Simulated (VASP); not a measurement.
## MgO: single point with PBE

The system is MgO.

```
Mg O
1.0
     3.48408    0.00000    0.00000
    -1.74204    3.01730    0.00000
     0.00000    0.00000    4.18532
Mg O
2 2
Cartesian
  1.7420 1.0058 3.1390
  0.0000 2.0115 1.0463
  1.7420 1.0058 1.0463
  0.0000 2.0115 3.1390
```

| Item | Value |
| --- | --- |
| Program | VASP 6.6.1 |
| Task | single point |
| Functional | PBE |
| Potentials or basis | VASP PAW PBE potentials, release 64 (Mg, O) |
| Cutoff | 600 eV |
| k mesh | 6 × 6 × 4 |
| Occupations | methfessel-paxton, width 0.2 eV |
| Spin | no spin polarisation |
| Dipole correction | no |
| Further INCAR settings | ALGO = Normal; EDIFF = 1e-06; NBANDS = 16 |

```json
{
  "Pressure": "3.8 GPa",
  "Band gap on the k mesh": "3.44 eV"
}
```

Stress tensor (GPa, compression positive):
```
3.61 0.00 0.00
0.00 3.61 0.00
0.00 0.00 4.08
```

Levels at points of the mesh, in eV from the valence-band top:
```csv
k point,band 4,band 5,band 6,band 7,band 8,band 9,band 10,band 11,band 12,band 13
"(0.00, 0.00, 0.00)",-1.74,-1.74,-0.81,-0.81,0.00,3.44,9.48,12.24,12.56,12.56
"(0.50, 0.00, 0.00)",-2.37,-2.34,-1.97,-1.30,-0.53,7.00,9.08,9.85,12.11,12.98
"(0.00, 0.00, 0.50)",-2.43,-1.29,-1.29,-1.29,-1.29,6.47,6.47,12.92,12.92,12.92
"(0.50, 0.00, 0.50)",-3.88,-1.54,-1.54,-0.82,-0.82,7.33,7.33,11.97,11.97,14.11
```

It took 12 s on 1 thread of Intel(R) Xeon(R) Platinum 8488C (Sapphire Rapids) (shared host), peak memory 0.17 GiB.

Caveat: the cell stands under pressure.
